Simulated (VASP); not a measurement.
Runs of VASP 6.6.1 on ZnS. The structure is that of space group P6/mmm (No. 191), or close to it. The cells are those of the table. 

| task | cell | k mesh | cutoff (eV) | gap on the mesh (eV) | pressure (GPa) | relaxed volume (Å³/atom) |
| --- | --- | --- | --- | --- | --- | --- |
| relaxation of cell and atoms | relaxed from a = 2.618, b = 2.618, c = 5.671 Å, angles 90.0, 90.0, 120.0°, 2 atoms | 24 × 24 × 10 | 600 | none | 0.1 | 16.73 |
| relaxation of cell and atoms | relaxed from a = 3.323, b = 3.323, c = 4.897 Å, angles 90.0, 90.0, 120.0°, 2 atoms | 6 × 6 × 4 | 600 | 0.92 | 0.0 | (a) |
| single point | a = 2.618, b = 2.618, c = 5.671 Å, angles 90.0, 90.0, 120.0°, 2 atoms | 6 × 6 × 4 | 520 | none | 0.1 | - |
| single point | a = 2.647, b = 2.647, c = 5.510 Å, angles 90.0, 90.0, 120.0°, 2 atoms | 24 × 24 × 10 | 520 | none | 0.1 | - |
| single point | a = 3.323, b = 3.323, c = 4.897 Å, angles 90.0, 90.0, 120.0°, 2 atoms | 6 × 6 × 4 | 520 | none | -5.5 | - |

Alike in all rows: level PBE; potentials or basis VASP PAW PBE potentials, release 64 (Zn, S); no spin polarisation; smearing gaussian 0.1 eV.

Problem. Fill in the values left out.

Solution. (a) 43.63.

Caveats: some runs use coarse meshes; the volume moved by over 15 % at a fixed basis, so the end points are rough (some runs).

A k mesh can miss the band edges.

A gap of «none» marks levels without a gap at the run's occupations.
